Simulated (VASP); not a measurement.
# InSb (I4/mmm) in VASP: a series of runs

Runs on InSb. Level: LDA. Tasks: single point.

Everything below comes from runs of VASP 6.6.1. Logs are shortened: lines on timing, memory, paths and dates and some standing lists are left out, and cuts for length are marked.

## 1. The cell of the first run

Symmetry: I4/mmm, No. 139, tetragonal system. Conventional cell: a = 4.347 Å, b = 4.347 Å, c = 6.208 Å, α = 90.00°, β = 90.00°, γ = 90.00°. In (site symmetry 4/mmm) has 6 Sb at 3.07 to 3.10 Å within 4.0 Å. Within 4.0 Å of Sb (site symmetry 4/mmm) lie 6 In at 3.07 to 3.10 Å.

## 2. Single point, LDA (strain +0.0100 x Voigt [0, 0, 1, 0, 0, 0])

INCAR

```
SYSTEM = InSb
ALGO = Normal
EDIFF = 1E-6
ENCUT = 520
GGA = CA
ISIF = 2
ISMEAR = 0
LASPH = .TRUE.
LCHARG = .FALSE.
LREAL = .FALSE.
LWAVE = .FALSE.
NBANDS = 16
NELM = 60
PREC = Accurate
SIGMA = 0.15
```

KPOINTS

```
k-points
0
G
  14 14 14
  0 0 0
```

POSCAR

```
InSb
1.0
    0.0000000000      3.0735130000      3.1042481300
    3.0735130000      0.0000000000      3.1042481300
    3.0735130000      3.0735130000      0.0000000000
In Sb
1 1
Direct
    0.0000000000      0.0000000000      0.0000000000
    0.5000000000      0.5000000000      0.5000000000
```

Potentials or basis: VASP PAW LDA potentials, release 64 (In_d, Sb).

Launch:

```
cat potpaw_LDA.64/In_d/POTCAR potpaw_LDA.64/Sb/POTCAR > POTCAR
mpirun -np 1 vasp_std > vasp.out
```

OUTCAR:

```text
SYSTEM = InSb
   EDIFF = 1E-6
   ENCUT = 520
   GGA = CA
   ISIF = 2
   ISMEAR = 0
   LASPH = .TRUE.
   LREAL = .FALSE.
   NELM = 60
   PREC = Accurate

 ion  position               nearest neighbor table
   1  0.000  0.000  0.000-   2 3.07   2 3.07   2 3.07   2 3.07   2 3.10   2 3.10
   2  0.500  0.500  0.500-   1 3.07   1 3.07   1 3.07   1 3.07   1 3.10   1 3.10

  LATTYP: Found a body centered tetragonal cell.
 ALAT       =     4.3466037687
 C/A-ratio  =     1.4283556980

  Lattice vectors:

 A1 = (  -3.0735130000,   0.0000000000,   3.1042481300)
 A2 = (   3.0735130000,   0.0000000000,   3.1042481300)
 A3 = (   0.0000000000,   3.0735130000,  -3.1042481300)

Analysis of symmetry for initial positions (statically):
=====================================================================
 Subroutine PRICEL returns:
 Original cell was already a primitive cell.

 Routine SETGRP: Setting up the symmetry group for a
 body centered tetragonal supercell.

 Subroutine GETGRP returns: Found 16 space group operations
 (whereof 16 operations were pure point group operations)
 out of a pool of 16 trial point group operations.

The static configuration has the point symmetry D_4h.

Analysis of symmetry for dynamics (positions and initial velocities):
=====================================================================
 Subroutine PRICEL returns:
 Original cell was already a primitive cell.

 Routine SETGRP: Setting up the symmetry group for a
 body centered tetragonal supercell.

 Subroutine GETGRP returns: Found 16 space group operations
 (whereof 16 operations were pure point group operations)
 out of a pool of 16 trial point group operations.

The dynamic configuration has the point symmetry D_4h.

 Subroutine INISYM returns: Found 16 space group operations
 (whereof 16 operations are pure point group operations),
 and found     1 'primitive' translations

----------------------------------------------------------------------------------------

                                     Primitive cell

  volume of cell :      58.6484

  direct lattice vectors                    reciprocal lattice vectors
     0.000000000  3.073513000  3.104248130    -0.162680295  0.162680295  0.161069599
     3.073513000  0.000000000  3.104248130     0.162680295 -0.162680295  0.161069599
     3.073513000  3.073513000  0.000000000     0.162680295  0.162680295 -0.161069599

  length of vectors
     4.368390849  4.368390849  4.346603769     0.280843679  0.280843679  0.280843679

  position of ions in fractional coordinates (direct lattice)
     0.000000000  0.000000000  0.000000000
     0.500000000  0.500000000  0.500000000

  ion indices of the primitive-cell ions
   primitive index   ion index
                 1           1
                 2           2

----------------------------------------------------------------------------------------

 KPOINTS: k-points

Automatic generation of k-mesh.
 Grid dimensions read from file:
 generate k-points for:   14   14   14

 Generating k-lattice:

  Cartesian coordinates                     Fractional coordinates (reciprocal lattice)
    -0.011620021  0.011620021  0.011504971     0.071428571  0.000000000  0.000000000
     0.011620021 -0.011620021  0.011504971     0.000000000  0.071428571  0.000000000
     0.011620021  0.011620021 -0.011504971     0.000000000  0.000000000  0.071428571

  Length of vectors
     0.020060263  0.020060263  0.020060263

  Shift w.r.t. Gamma in fractional coordinates (k-lattice)
     0.000000000  0.000000000  0.000000000

 Subroutine IBZKPT returns following result:
 ===========================================

 Found    244 irreducible k-points:

 Following reciprocal coordinates:
            Coordinates               Weight
  0.000000  0.000000  0.000000      1.000000
  0.071429 -0.000000  0.000000      8.000000
  0.142857  0.000000  0.000000      8.000000
  0.214286  0.000000  0.000000      8.000000
  0.285714  0.000000  0.000000      8.000000
  0.357143  0.000000  0.000000      8.000000
[... 16 lines left out ...]
  0.214286  0.142857  0.000000      8.000000
  0.285714  0.142857  0.000000      8.000000
 [... further k-points ...]
   k-points           NKPTS =    244   k-points in BZ     NKDIM =    244   number of bands    NBANDS=     16
   number of dos      NEDOS =    301   number of ions     NIONS =      2
   total plane-waves  NPLWV =  32768
   dimension x,y,z NGX =    32 NGY =   32 NGZ =   32
   dimension x,y,z NGXF=    64 NGYF=   64 NGZF=   64
   ions per type =               1   1
   NGX,Y,Z   is equivalent  to a cutoff of  12.18, 12.18, 12.24 a.u.
   NGXF,Y,Z  is equivalent  to a cutoff of  24.36, 24.36, 24.48 a.u.
 SYSTEM =  InSb
   PREC   = accura    normal or accurate (medium, high low for compatibility)
   ISTART =      0    job   : 0-new  1-cont  2-samecut
   ICHARG =      2    charge: 1-file 2-atom 10-const
   ISPIN  =      1    spin polarized calculation?
   LNONCOLLINEAR =      F non collinear calculations
   LSORBIT =      F    spin-orbit coupling
   LASPH  =      T    aspherical Exc in radial PAW
   ENCUT  =  520.0 eV  38.22 Ry    6.18 a.u.   8.12  8.12  8.08*2*pi/ulx,y,z
   NELM   =     60;   NELMIN=  2; NELMDL= -5     # of ELM steps
   EDIFF  = 0.1E-05   stopping-criterion for ELM
   LREAL  =      F    real-space projection
   EDIFFG = 0.1E-04   stopping-criterion for IOM
   NSW    =      0    number of steps for IOM
   IBRION =     -1    ionic relax: 0-MD 1-quasi-New 2-CG
   NFREE  =      0    steps in history (QN), initial steepest desc. (CG)
   ISIF   =      2    stress and relaxation
   ISYM   =      2    0-nonsym 1-usesym 2-fastsym
   POTIM  = 0.5000    time-step for ionic-motion
   TEBEG  =    0.0;   TEEND  =   0.0 temperature during run
   PSTRESS=    0.0 pullay stress
   NELECT =      18.0000    total number of electrons
   NUPDOWN=      -1.0000    fix difference up-down
   EMIN   =  10.00;   EMAX   =-10.00  energy-range for DOS
   EFERMI =   0.00;   METHOD = LEGACY
   ISMEAR =     0;   SIGMA  =   0.15  broadening in eV -4-tet -1-fermi 0-gaus
   EFERMI_NEDOS =   21; number of points for ismear=-14 and -15
   IALGO  =     38    algorithm
   IMIX   =      4    mixing-type and parameters
     AMIX     =   0.40;   BMIX     =  1.00
     AMIX_MAG =   1.60;   BMIX_MAG =  1.00
  volume/ion in A,a.u.               =      29.32       197.89
  Fermi-wavevector in a.u.,A,eV,Ry     =   1.104282  2.086791 16.591484  1.219440
  Thomas-Fermi vector in A             =   2.240753
   LORBIT       =      0    0 simple, 1 ext, 2 COOP (PROOUT), +10 PAW based schemes
   GGA     = CA    functional components
   LHFCALC =     F    Hartree Fock is set to
   AEXX    =    0.0000 exact exchange contribution
   IVDW    =     0    specifies the selected vdW correction
   LEPSILON=     F    determine dielectric tensor
   LRPA    =     F    only Hartree local field effects (RPA)
 non-spin polarized calculation
 Gauss-broadening in eV      SIGMA  =   0.15
  energy-cutoff  :      520.00
  volume of cell :       58.65
 maximum number of plane-waves:      1604
   NGX = 17   NGY = 17   NGZ = 17

 number of electron      18.0000007 magnetization

 Free energy of the ion-electron system (eV)
  ---------------------------------------------------
  ext. energy  EPLUGINS =         0.00000000
  ---------------------------------------------------
  free energy    TOTEN  =        -7.98371092 eV

  energy without entropy =       -7.96617001  energy(sigma->0) =       -7.97494046

 E-fermi :   6.2380     XC(G=0):  -9.8923

 val. band max:        6.2374421379   @ k =   0.0714  -0.0000   0.0000
 cond. band min:       6.2509140464   @ k =  -0.2143   0.0714   0.2143
 fundamental gap:      0.0134719085
 Fermi energy:         6.2379719402

 k-point     1 :       0.0000    0.0000    0.0000
  band No.  band energies     occupation
      1      -8.0564      2.00000
      2      -8.0540      2.00000
      3      -8.0264      2.00000
      4      -8.0236      2.00000
      5      -8.0236      2.00000
      6      -4.6083      2.00000
[... 8 lines left out ...]
     15      12.4653      0.00000
     16      12.4653      0.00000

 k-point     2 :       0.0714   -0.0000    0.0000
  band No.  band energies     occupation
      1      -8.0577      2.00000
      2      -8.0552      2.00000
      3      -8.0258      2.00000
      4      -8.0232      2.00000
      5      -8.0226      2.00000
      6      -4.5554      2.00000
[... 8 lines left out ...]
     15      12.5681      0.00000
     16      12.6047      0.00000

 k-point     3 :       0.1429    0.0000    0.0000
  band No.  band energies     occupation
      1      -8.0616      2.00000
      2      -8.0587      2.00000
      3      -8.0249      2.00000
      4      -8.0208      2.00000
      5      -8.0194      2.00000
      6      -4.3983      2.00000
[... 8 lines left out ...]
     15      12.9002      0.00000
     16      12.9237      0.00000

 k-point     4 :       0.2143    0.0000    0.0000
  band No.  band energies     occupation
      1      -8.0677      2.00000
      2      -8.0642      2.00000
      3      -8.0248      2.00000
      4      -8.0157      2.00000
      5      -8.0144      2.00000
      6      -4.1428      2.00000
[... 8 lines left out ...]
     15      13.4177      0.00000
     16      13.4247      0.00000

 k-point     5 :       0.2857    0.0000    0.0000
  band No.  band energies     occupation
      1      -8.0748      2.00000
      2      -8.0708      2.00000
      3      -8.0251      2.00000
      4      -8.0095      2.00000
      5      -8.0086      2.00000
      6      -3.8028      2.00000
[... 8 lines left out ...]
     15      14.0946      0.00000
     16      14.1062      0.00000

 k-point     6 :       0.3571    0.0000    0.0000
  band No.  band energies     occupation
      1      -8.0812      2.00000
      2      -8.0768      2.00000
      3      -8.0256      2.00000
      4      -8.0037      2.00000
      5      -8.0032      2.00000
      6      -3.4109      2.00000
[... 8 lines left out ...]
     15      14.9101      0.00000
     16      14.9413      0.00000

 k-point     7 :       0.4286    0.0000    0.0000
  band No.  band energies     occupation
      1      -8.0858      2.00000
      2      -8.0811      2.00000
      3      -8.0260      2.00000
      4      -7.9996      2.00000
      5      -7.9994      2.00000
      6      -3.0478      2.00000
[... 8 lines left out ...]
     15      15.8258      0.00000
     16      15.8775      0.00000

 k-point     8 :       0.5000    0.0000    0.0000
  band No.  band energies     occupation
      1      -8.0874      2.00000
      2      -8.0826      2.00000
      3      -8.0261      2.00000
      4      -7.9981      2.00000
      5      -7.9980      2.00000
      6      -2.8834      2.00000
[... 8 lines left out ...]
     15      16.4979      0.00000
     16      16.5628      0.00000

 k-point     9 :       0.0714    0.0714    0.0000
  band No.  band energies     occupation
      1      -8.0583      2.00000
      2      -8.0556      2.00000
      3      -8.0273      2.00000
      4      -8.0218      2.00000
      5      -8.0218      2.00000
      6      -4.5384      2.00000
[... 8 lines left out ...]
     15      12.9146      0.00000
     16      12.9146      0.00000
[... 172 lines left out ...]
 k-point    19 :      -0.2143    0.0714    0.0000
  band No.  band energies     occupation
      1      -8.0744      2.00000
      2      -8.0642      2.00000
      3      -8.0244      2.00000
      4      -8.0135      2.00000
      5      -8.0117      2.00000
      6      -3.9886      2.00000
[... 8 lines left out ...]
     15      13.2849      0.00000
     16      14.4770      0.00000

 k-point    20 :      -0.1429    0.0714    0.0000
  band No.  band energies     occupation
      1      -8.0678      2.00000
      2      -8.0582      2.00000
      3      -8.0243      2.00000
      4      -8.0183      2.00000
      5      -8.0176      2.00000
      6      -4.2750      2.00000
[... 8 lines left out ...]
     15      12.8331      0.00000
     16      13.7261      0.00000

 k-point    21 :      -0.0714    0.0714    0.0000
  band No.  band energies     occupation
      1      -8.0620      2.00000
      2      -8.0550      2.00000
      3      -8.0240      2.00000
      4      -8.0225      2.00000
      5      -8.0214      2.00000
      6      -4.4667      2.00000
[... 8 lines left out ...]
     15      12.5924      0.00000
     16      13.0914      0.00000

 k-point    22 :       0.1429    0.1429    0.0000
  band No.  band energies     occupation
      1      -8.0714      2.00000
      2      -8.0532      2.00000
      3      -8.0298      2.00000
      4      -8.0166      2.00000
      5      -8.0166      2.00000
      6      -4.3287      2.00000
[... 8 lines left out ...]
     15      13.7771      0.00000
     16      13.7771      0.00000

 k-point    23 :       0.2143    0.1429    0.0000
  band No.  band energies     occupation
      1      -8.0806      2.00000
      2      -8.0537      2.00000
      3      -8.0307      2.00000
      4      -8.0131      2.00000
      5      -8.0122      2.00000
      6      -4.1390      2.00000
[... 8 lines left out ...]
     15      14.1687      0.00000
     16      14.2592      0.00000

 k-point    24 :       0.2857    0.1429    0.0000
  band No.  band energies     occupation
      1      -8.0893      2.00000
      2      -8.0577      2.00000
      3      -8.0300      2.00000
      4      -8.0097      2.00000
      5      -8.0065      2.00000
      6      -3.8562      2.00000
[... 8 lines left out ...]
     15      14.6326      0.00000
     16      14.8599      0.00000

 [... further k-points ...]

------------------------ aborting loop because EDIFF is reached ----------------------------------------

  FORCE on cell =-STRESS in cart. coord.  units (eV):
  Direction    XX          YY          ZZ          XY          YZ          ZX
  --------------------------------------------------------------------------------------
  -------------------------------------------------------------------------------------
  Total       -1.5548367     -1.5548367     -1.7626375      0.0000000      0.0000000     -0.0000000
  in kB      -42.4755335    -42.4755335    -48.1523009      0.0000000      0.0000000     -0.0000000
  external PRESSURE =     -44.3677893 kB  Pullay stress =       0.0000000 kB

 VOLUME and BASIS-vectors are now :
 -----------------------------------------------------------------------------
  energy-cutoff  :      520.00
  volume of cell :       58.65
      direct lattice vectors                 reciprocal lattice vectors
     0.000000000  3.073513000  3.104248130    -0.162680295  0.162680295  0.161069599
     3.073513000  0.000000000  3.104248130     0.162680295 -0.162680295  0.161069599
     3.073513000  3.073513000  0.000000000     0.162680295  0.162680295 -0.161069599

 POSITION                                       TOTAL-FORCE (eV/Angst)
 -----------------------------------------------------------------------------------
      0.00000      0.00000      0.00000         0.000000      0.000000      0.000000
      3.07351      3.07351      3.10425        -0.000000     -0.000000     -0.000000
 -----------------------------------------------------------------------------------
    total drift:                                0.000000     -0.000000     -0.000000

  FREE ENERGIE OF THE ION-ELECTRON SYSTEM (eV)
  ---------------------------------------------------
  free  energy   TOTEN  =        -7.9837109207 eV

  energy  without entropy=       -7.9661700054  energy(sigma->0) =       -7.97494046
```

Run time: 83 s. Hardware: 1 thread of AMD EPYC 9R45 (Zen 5), shared host; peak memory 0.31 GiB.

What came out:

```
Free energy            : -7.9837 eV
Pressure               : -4.4 GPa
Band gap on the k mesh : zero (bands 9 and 10 overlap by 2.61 eV)
```

Stress tensor (GPa, compression positive):
```
-4.25  0.00  0.00
 0.00 -4.25  0.00
 0.00  0.00 -4.82
```

Caveat: the cell differs from its parent crystal (strain +0.0100 x Voigt [0, 0, 1, 0, 0, 0]); the cell stands under tension; spin-orbit coupling is left out, which moves the levels of the heavy elements.

## 3. Single point, LDA (strain +0.0150 x Voigt [0, 0, 1, 0, 0, 0])

Edit INCAR of step 2 so:

```diff
@@ -12,3 +12,3 @@
 NBANDS = 16
-NELM = 60
+NELM = 80
 PREC = Accurate
```

KPOINTS is that of step 2.

POSCAR

```
InSb
1.0
    0.0000000000      3.0735130000      3.1196156950
    3.0735130000      0.0000000000      3.1196156950
    3.0735130000      3.0735130000      0.0000000000
In Sb
1 1
Direct
    0.0000000000      0.0000000000      0.0000000000
    0.5000000000      0.5000000000      0.5000000000
```

Potentials or basis: VASP PAW LDA potentials, release 64 (In_d, Sb).

Launch:

```
cat potpaw_LDA.64/In_d/POTCAR potpaw_LDA.64/Sb/POTCAR > POTCAR
mpirun -np 1 vasp_std > vasp.out
```

It took 1.8 min on 1 thread of AMD EPYC 9R45 (Zen 5), shared host; peak memory 0.33 GiB.

The run converged. Its results:

| Property | Result |
| --- | --- |
| Free energy | -7.9748 eV |
| Pressure | -4.6 GPa |
| Band gap on the k mesh | zero (bands 9 and 10 overlap by 2.58 eV) |

Stress tensor (GPa, compression positive):
```
-4.34  0.00  0.00
 0.00 -4.34  0.00
 0.00  0.00 -5.15
```

Levels at points of the mesh, in eV from the Fermi level:
```csv
k point,band 6,band 7,band 8,band 9,band 10,band 11,band 12,band 13
"(0.00, 0.00, 0.00)",-10.82,-0.76,-0.09,-0.09,0.06,5.63,6.04,6.04
"(0.50, 0.00, 0.00)",-9.11,-6.30,0.31,0.39,2.11,2.43,2.50,3.09
"(0.50, 0.50, 0.00)",-8.54,-4.25,-3.34,-1.99,-1.99,3.38,8.03,8.03
"(0.50, 0.00, 0.50)",-8.42,-4.26,-3.48,-2.13,-1.96,3.32,7.75,8.19
```

Caveat: the cell differs from its parent crystal (strain +0.0150 x Voigt [0, 0, 1, 0, 0, 0]); the cell stands under tension; spin-orbit coupling is left out, which moves the levels of the heavy elements.

## 4. Single point, LDA (strain +0.0175 x Voigt [0, 0, 1, 0, 0, 0])

INCAR

```
PREC = Accurate ; ENCUT = 520
EDIFF = 1E-6 ; ISMEAR = 0
SIGMA = 0.15 ; LREAL = F
LASPH = T ; NELM = 60
ALGO = Normal ; ISIF = 2
LWAVE = F ; LCHARG = F
GGA = CA ; NBANDS = 16
```

KPOINTS

```
Automatic mesh
0
Gamma
  14 14 14
```

POSCAR

```
InSb
1.0
    0.0000000000      3.0735130000      3.1272994775
    3.0735130000      0.0000000000      3.1272994775
    3.0735130000      3.0735130000      0.0000000000
In Sb
1 1
Direct
    0.0000000000      0.0000000000      0.0000000000
    0.5000000000      0.5000000000      0.5000000000
```

Launch:

```
cat potpaw_LDA.64/In_d/POTCAR potpaw_LDA.64/Sb/POTCAR > POTCAR
mpirun -np 1 vasp_std > vasp.out
```

Run time: 1.9 min. Hardware: 1 thread of AMD EPYC 9R45 (Zen 5), shared host; peak memory 0.33 GiB.

It converged, with:

```
Free energy            : -7.9701 eV
Pressure               : -4.7 GPa
Band gap on the k mesh : zero (bands 9 and 10 overlap by 2.57 eV)
```

Stress tensor (GPa, compression positive):
```
-4.39  0.00  0.00
 0.00 -4.39  0.00
 0.00  0.00 -5.31
```

Levels at points of the mesh, in eV from the Fermi level:
```csv
k point,band 6,band 7,band 8,band 9,band 10,band 11,band 12,band 13
"(0.00, 0.00, 0.00)",-10.80,-0.78,-0.10,-0.10,0.08,5.58,6.05,6.05
"(0.50, 0.00, 0.00)",-9.10,-6.29,0.30,0.39,2.10,2.43,2.51,3.08
"(0.50, 0.50, 0.00)",-8.55,-4.24,-3.33,-1.98,-1.98,3.39,8.02,8.02
"(0.50, 0.00, 0.50)",-8.41,-4.25,-3.48,-2.14,-1.95,3.32,7.69,8.21
```

Caveat: the cell differs from its parent crystal (strain +0.0175 x Voigt [0, 0, 1, 0, 0, 0]); the cell stands under tension; spin-orbit coupling is left out, which moves the levels of the heavy elements.

## 5. Overview

```csv
cell,gap on the mesh (eV),pressure (GPa)
"a = 4.368, b = 4.368, c = 4.347 Å, angles 60.2, 60.2, 59.7°, 2 atoms",none,-4.4
"a = 4.379, b = 4.379, c = 4.347 Å, angles 60.2, 60.2, 59.5°, 2 atoms",none,-4.6
"a = 4.385, b = 4.385, c = 4.347 Å, angles 60.3, 60.3, 59.4°, 2 atoms",none,-4.7
```

Alike in all rows: task single point; level LDA; potentials or basis VASP PAW LDA potentials, release 64 (In_d, Sb); no spin polarisation; k mesh 14 × 14 × 14; cutoff (eV) 520; smearing gaussian 0.15 eV.

Caveats: the cell stands under tension; spin-orbit coupling is left out, which moves the levels of the heavy elements.

Absolute energies hang on the potentials; compare differences alone.
